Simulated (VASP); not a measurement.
# As (R-3) in VASP: single point with PBEsol

Aim: the single point of As with PBEsol.

Everything below comes from runs of VASP 6.6.1. Logs are shortened: lines on timing, memory, paths and dates and some standing lists are left out, and cuts for length are marked.

### 1 The cell of the first run

Symmetry: R-3, No. 148, trigonal system. Conventional cell: a = 9.736 Å, b = 9.736 Å, c = 5.077 Å, α = 90.00°, β = 90.00°, γ = 120.00°. Within 3.3 Å of As (site symmetry 1) lie 5 As at 2.46 to 3.29 Å.

### 2 Single point, PBEsol

File INCAR:

```
SYSTEM = As
PREC = Accurate
ENCUT = 520
EDIFF = 1E-6
ISMEAR = 0
SIGMA = 0.02
LREAL = .FALSE.
LASPH = .TRUE.
NELM = 100
ALGO = Normal
ISIF = 2
LWAVE = .FALSE.
LCHARG = .FALSE.
GGA = PS
NBANDS = 24
```

File KPOINTS:

```
Automatic mesh
0
G
  12 12 12
  0 0 0
```

File POSCAR:

```
As
1.0
    4.8680734855      2.8105835372      1.6923898909
   -4.8680734855      2.8105835372      1.6923898909
    0.0000000000     -5.6211670746      1.6923898907
As
6
Direct
    0.4479268114      0.2717148824      0.9907806984
    0.9907806984      0.4479268114      0.2717148824
    0.2717148824      0.9907806984      0.4479268114
    0.5520731886      0.7282851176      0.0092193016
    0.0092193016      0.5520731886      0.7282851176
    0.7282851176      0.0092193016      0.5520731886
```

Potentials or basis: VASP PAW PBE potentials, release 64 (As).

The run is started by

```console
cat potpaw_PBE.64/As/POTCAR > POTCAR
mpirun -np 1 vasp_std > vasp.out
```

OUTCAR:

```text
SYSTEM = As
   PREC = Accurate
   ENCUT = 520
   EDIFF = 1E-6
   ISMEAR = 0
   LREAL = .FALSE.
   LASPH = .TRUE.
   NELM = 100
   ISIF = 2
   GGA = PS

 ion  position               nearest neighbor table
   1  0.448  0.272  0.991-   4 2.46   2 2.50   3 2.50
   2  0.991  0.448  0.272-   5 2.46   3 2.50   1 2.50
   3  0.272  0.991  0.448-   6 2.46   2 2.50   1 2.50
   4  0.552  0.728  0.009-   1 2.46   5 2.50   6 2.50
   5  0.009  0.552  0.728-   2 2.46   6 2.50   4 2.50
   6  0.728  0.009  0.552-   3 2.46   5 2.50   4 2.50

  LATTYP: Found a trigonal (rhomboedric) cell.
 ALAT       =     5.8704090848
 COS(alpha) =    -0.3753318913

  Lattice vectors:

 A1 = (   4.8680734855,   2.8105835372,   1.6923898909)
 A2 = (  -4.8680734855,   2.8105835372,   1.6923898909)
 A3 = (   0.0000000000,  -5.6211670746,   1.6923898907)

Analysis of symmetry for initial positions (statically):
=====================================================================
 Subroutine PRICEL returns:
 Original cell was already a primitive cell.

 Routine SETGRP: Setting up the symmetry group for a
 trigonal (rhombohedral) supercell.

 Subroutine GETGRP returns: Found  6 space group operations
 (whereof  6 operations were pure point group operations)
 out of a pool of 12 trial point group operations.

The static configuration has the point symmetry S_6 .

Analysis of symmetry for dynamics (positions and initial velocities):
=====================================================================
 Subroutine PRICEL returns:
 Original cell was already a primitive cell.

 Routine SETGRP: Setting up the symmetry group for a
 trigonal (rhombohedral) supercell.

 Subroutine GETGRP returns: Found  6 space group operations
 (whereof  6 operations were pure point group operations)
 out of a pool of 12 trial point group operations.

The dynamic configuration has the point symmetry S_6 .

 Subroutine INISYM returns: Found  6 space group operations
 (whereof  6 operations are pure point group operations),
 and found     1 'primitive' translations

----------------------------------------------------------------------------------------

                                     Primitive cell

  volume of cell :     138.9330

  direct lattice vectors                    reciprocal lattice vectors
     4.868073486  2.810583537  1.692389891     0.102710035  0.059299667  0.196960130
    -4.868073486  2.810583537  1.692389891    -0.102710035  0.059299667  0.196960130
     0.000000000 -5.621167075  1.692389891     0.000000000 -0.118599333  0.196960130

  length of vectors
     5.870409085  5.870409085  5.870409085     0.229911058  0.229911058  0.229911058

  position of ions in fractional coordinates (direct lattice)
     0.447926811  0.271714882  0.990780698
     0.990780698  0.447926811  0.271714882
     0.271714882  0.990780698  0.447926811
     0.552073189  0.728285118  0.009219302
     0.009219302  0.552073189  0.728285118
     0.728285118  0.009219302  0.552073189

  ion indices of the primitive-cell ions
   primitive index   ion index
                 1           1
                 2           2
                 3           3
                 4           4
                 5           5
                 6           6

----------------------------------------------------------------------------------------

 KPOINTS: Automatic mesh

Automatic generation of k-mesh.
 Grid dimensions read from file:
 generate k-points for:   12   12   12

 Generating k-lattice:

  Cartesian coordinates                     Fractional coordinates (reciprocal lattice)
     0.008559170  0.004941639  0.016413344     0.083333333  0.000000000  0.000000000
    -0.008559170  0.004941639  0.016413344     0.000000000  0.083333333  0.000000000
     0.000000000 -0.009883278  0.016413344     0.000000000  0.000000000  0.083333333

  Length of vectors
     0.019159255  0.019159255  0.019159255

  Shift w.r.t. Gamma in fractional coordinates (k-lattice)
     0.000000000  0.000000000  0.000000000

 Subroutine IBZKPT returns following result:
 ===========================================

 Found    294 irreducible k-points:

 Following reciprocal coordinates:
            Coordinates               Weight
  0.000000  0.000000  0.000000      1.000000
  0.083333 -0.000000 -0.000000      6.000000
  0.166667 -0.000000 -0.000000      6.000000
  0.250000  0.000000  0.000000      6.000000
  0.333333  0.000000  0.000000      6.000000
  0.416667  0.000000 -0.000000      6.000000
[... 16 lines left out ...]
 -0.250000  0.083333  0.000000      6.000000
  0.250000  0.000000 -0.083333      6.000000
 [... further k-points ...]
   k-points           NKPTS =    294   k-points in BZ     NKDIM =    294   number of bands    NBANDS=     24
   number of dos      NEDOS =    301   number of ions     NIONS =      6
   total plane-waves  NPLWV = 110592
   dimension x,y,z NGX =    48 NGY =   48 NGZ =   48
   dimension x,y,z NGXF=    96 NGYF=   96 NGZF=   96
   ions per type =               6
   NGX,Y,Z   is equivalent  to a cutoff of  13.59, 13.59, 13.59 a.u.
   NGXF,Y,Z  is equivalent  to a cutoff of  27.19, 27.19, 27.19 a.u.
 SYSTEM =  As
   PREC   = accura    normal or accurate (medium, high low for compatibility)
   ISTART =      0    job   : 0-new  1-cont  2-samecut
   ICHARG =      2    charge: 1-file 2-atom 10-const
   ISPIN  =      1    spin polarized calculation?
   LNONCOLLINEAR =      F non collinear calculations
   LSORBIT =      F    spin-orbit coupling
   LASPH  =      T    aspherical Exc in radial PAW
   ENCUT  =  520.0 eV  38.22 Ry    6.18 a.u.  10.92 10.92 10.92*2*pi/ulx,y,z
   NELM   =    100;   NELMIN=  2; NELMDL= -5     # of ELM steps
   EDIFF  = 0.1E-05   stopping-criterion for ELM
   LREAL  =      F    real-space projection
   EDIFFG = 0.1E-04   stopping-criterion for IOM
   NSW    =      0    number of steps for IOM
   IBRION =     -1    ionic relax: 0-MD 1-quasi-New 2-CG
   NFREE  =      0    steps in history (QN), initial steepest desc. (CG)
   ISIF   =      2    stress and relaxation
   ISYM   =      2    0-nonsym 1-usesym 2-fastsym
   POTIM  = 0.5000    time-step for ionic-motion
   TEBEG  =    0.0;   TEEND  =   0.0 temperature during run
   PSTRESS=    0.0 pullay stress
   NELECT =      30.0000    total number of electrons
   NUPDOWN=      -1.0000    fix difference up-down
   EMIN   =  10.00;   EMAX   =-10.00  energy-range for DOS
   EFERMI =   0.00;   METHOD = LEGACY
   ISMEAR =     0;   SIGMA  =   0.02  broadening in eV -4-tet -1-fermi 0-gaus
   EFERMI_NEDOS =   21; number of points for ismear=-14 and -15
   IALGO  =     38    algorithm
   IMIX   =      4    mixing-type and parameters
     AMIX     =   0.40;   BMIX     =  1.00
     AMIX_MAG =   1.60;   BMIX_MAG =  1.00
  volume/ion in A,a.u.               =      23.16       156.26
  Fermi-wavevector in a.u.,A,eV,Ry     =   0.982155  1.856004 13.124574  0.964629
  Thomas-Fermi vector in A             =   2.113216
   LORBIT       =      0    0 simple, 1 ext, 2 COOP (PROOUT), +10 PAW based schemes
   GGA     = PS    functional components
   LHFCALC =     F    Hartree Fock is set to
   AEXX    =    0.0000 exact exchange contribution
   IVDW    =     0    specifies the selected vdW correction
   LEPSILON=     F    determine dielectric tensor
   LRPA    =     F    only Hartree local field effects (RPA)
 non-spin polarized calculation
 Gauss-broadening in eV      SIGMA  =   0.02
  energy-cutoff  :      520.00
  volume of cell :      138.93
 maximum number of plane-waves:      3764
 NGX is ok and might be reduce to    48
   NGX = 21   NGY = 21   NGZ = 21

 number of electron      30.0000000 magnetization

 Free energy of the ion-electron system (eV)
  ---------------------------------------------------
  ext. energy  EPLUGINS =         0.00000000
  ---------------------------------------------------
  free energy    TOTEN  =       -30.23502656 eV

  energy without entropy =      -30.23502656  energy(sigma->0) =      -30.23502656

 E-fermi :   4.2780     XC(G=0):  -9.7019

 val. band max:        4.1382361343   @ k =   0.5000   0.5000   0.5000
 cond. band min:       4.4672104174   @ k =   0.5000   0.5000   0.5000
 fundamental gap:      0.3289742832
 Fermi energy:         4.2780120144

 k-point     1 :       0.0000    0.0000    0.0000
  band No.  band energies     occupation
      1     -10.4551      2.00000
      2      -6.9712      2.00000
      3      -6.4919      2.00000
      4      -6.4919      2.00000
      5      -4.4235      2.00000
      6      -4.4235      2.00000
[... 16 lines left out ...]
     23       9.5109      0.00000
     24       9.5109      0.00000

 k-point     2 :       0.0833   -0.0000   -0.0000
  band No.  band energies     occupation
      1     -10.4099      2.00000
      2      -7.0543      2.00000
      3      -6.6062      2.00000
      4      -6.4585      2.00000
      5      -4.4538      2.00000
      6      -4.3147      2.00000
[... 16 lines left out ...]
     23       9.3438      0.00000
     24       9.6037      0.00000

 k-point     3 :       0.1667   -0.0000   -0.0000
  band No.  band energies     occupation
      1     -10.2751      2.00000
      2      -7.2229      2.00000
      3      -6.9106      2.00000
      4      -6.4418      2.00000
      5      -4.4841      2.00000
      6      -4.0421      2.00000
[... 16 lines left out ...]
     23       8.9887      0.00000
     24       9.4463      0.00000

 k-point     4 :       0.2500    0.0000    0.0000
  band No.  band energies     occupation
      1     -10.0530      2.00000
      2      -7.4146      2.00000
      3      -7.3202      2.00000
      4      -6.4980      2.00000
      5      -4.4321      2.00000
      6      -3.7048      2.00000
[... 16 lines left out ...]
     23       9.1642      0.00000
     24       9.3335      0.00000

 k-point     5 :       0.3333    0.0000    0.0000
  band No.  band energies     occupation
      1      -9.7488      2.00000
      2      -7.8608      2.00000
      3      -7.5108      2.00000
      4      -6.5886      2.00000
      5      -4.3084      2.00000
      6      -3.3945      2.00000
[... 16 lines left out ...]
     23       8.9133      0.00000
     24       9.3501      0.00000

 k-point     6 :       0.4167    0.0000   -0.0000
  band No.  band energies     occupation
      1      -9.3747      2.00000
      2      -8.3717      2.00000
      3      -7.5982      2.00000
      4      -6.6615      2.00000
      5      -4.1844      2.00000
      6      -3.1879      2.00000
[... 16 lines left out ...]
     23       8.6913      0.00000
     24       9.1594      0.00000
[... 379 lines left out ...]
 k-point    21 :      -0.3333    0.0833   -0.0000
  band No.  band energies     occupation
      1      -9.9397      2.00000
      2      -7.7437      2.00000
      3      -7.3722      2.00000
      4      -6.3529      2.00000
      5      -4.5041      2.00000
      6      -3.5627      2.00000
[... 16 lines left out ...]
     23       9.0155      0.00000
     24       9.2428      0.00000

 k-point    22 :       0.3333    0.0000   -0.0833
  band No.  band energies     occupation
      1      -9.9398      2.00000
      2      -7.6948      2.00000
      3      -7.4569      2.00000
      4      -6.2859      2.00000
      5      -4.5520      2.00000
      6      -3.5787      2.00000
[... 16 lines left out ...]
     23       8.8535      0.00000
     24       9.2836      0.00000

 k-point    23 :      -0.2500    0.0833    0.0000
  band No.  band energies     occupation
      1     -10.1874      2.00000
      2      -7.5771      2.00000
      3      -6.9496      2.00000
      4      -6.2171      2.00000
      5      -4.6251      2.00000
      6      -3.9105      2.00000
[... 16 lines left out ...]
     23       9.1320      0.00000
     24       9.3333      0.00000

 k-point    24 :       0.2500    0.0000   -0.0833
  band No.  band energies     occupation
      1     -10.1874      2.00000
      2      -7.5624      2.00000
      3      -6.9999      2.00000
      4      -6.1576      2.00000
      5      -4.6484      2.00000
      6      -3.9312      2.00000
[... 16 lines left out ...]
     23       8.7249      0.00000
     24       9.5361      0.00000

 [... further k-points ...]

------------------------ aborting loop because EDIFF is reached ----------------------------------------

  FORCE on cell =-STRESS in cart. coord.  units (eV):
  Direction    XX          YY          ZZ          XY          YZ          ZX
  --------------------------------------------------------------------------------------
  -------------------------------------------------------------------------------------
  Total        0.3465634      0.3465634      0.3746155     -0.0000006     -0.0000000      0.0000000
  in kB        3.9965750      3.9965750      4.3200724     -0.0000074     -0.0000000      0.0000000
  external PRESSURE =       4.1044074 kB  Pullay stress =       0.0000000 kB

 VOLUME and BASIS-vectors are now :
 -----------------------------------------------------------------------------
  energy-cutoff  :      520.00
  volume of cell :      138.93
      direct lattice vectors                 reciprocal lattice vectors
     4.868073486  2.810583537  1.692389891     0.102710035  0.059299667  0.196960130
    -4.868073486  2.810583537  1.692389891    -0.102710035  0.059299667  0.196960130
     0.000000000 -5.621167075  1.692389891     0.000000000 -0.118599333  0.196960130

 POSITION                                       TOTAL-FORCE (eV/Angst)
 -----------------------------------------------------------------------------------
      0.85781     -3.54673      2.89470        -0.002893     -0.072471     -0.019646
      2.64265      2.51625      2.89470         0.064208      0.033730     -0.019646
     -3.50047      1.03048      2.89470        -0.061315      0.038740     -0.019646
     -0.85781      3.54673      2.18247         0.002893      0.072471      0.019646
     -2.64265     -2.51625      2.18247        -0.064208     -0.033730      0.019646
      3.50047     -1.03048      2.18247         0.061315     -0.038740      0.019646
 -----------------------------------------------------------------------------------
    total drift:                                0.000000     -0.000000      0.000000

  FREE ENERGIE OF THE ION-ELECTRON SYSTEM (eV)
  ---------------------------------------------------
  free  energy   TOTEN  =       -30.2350265575 eV

  energy  without entropy=      -30.2350265575  energy(sigma->0) =      -30.23502656
```

Run time: 17 min. Hardware: 1 thread of Oxide Virtual Turin-like, shared host; peak memory 0.78 GiB.

What came out:

```
Free energy   : -30.2350 eV
Pressure      : 0.4 GPa
Largest force : 0.075 eV/Å
```

Forces on the atoms (eV/Å):
```
As  -0.003 -0.072 -0.020
As   0.064  0.034 -0.020
As  -0.061  0.039 -0.020
As   0.003  0.072  0.020
As  -0.064 -0.034  0.020
As   0.061 -0.039  0.020
```

Caveat: the PAW data sets were made with another functional, which shifts forces and pressure a little.
